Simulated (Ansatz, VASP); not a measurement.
Two plane-wave programs on Si

```
CELL_PARAMETERS angstrom
0.00000 1.90442 1.90442
1.90442 0.00000 1.90442
1.90442 1.90442 0.00000
ATOMIC_POSITIONS crystal
Si 0.00000 0.00000 0.00000
```

Alike in both runs: functional r2SCAN; k mesh 26 × 26 × 26; occupations gaussian, width 0.1 eV; no spin polarisation.

Ansatz relaxed the structure, and its values are those at the end. VASP's run is a single point on that final structure, the one shown.

|  | VASP | Ansatz |
| --- | --- | --- |
| version | VASP 6.6.1 | Ansatz 0.2.0 |
| potentials or method | VASP PAW PBE potentials, release 64 (Si), cutoff 520 eV | scalar-relativistic, plane waves, PAW |
| valence electrons in the cell | 4 | 4 |

```csv
,VASP,Ansatz,Ansatz less VASP
gap on the k mesh at the Fermi level (eV),none,none,-
pressure (GPa),0.1,0.0,-0.09
```

VASP's potentials were made for PBE, not for r2SCAN. A gap of «none» marks a metal or a gap that the smearing closes.
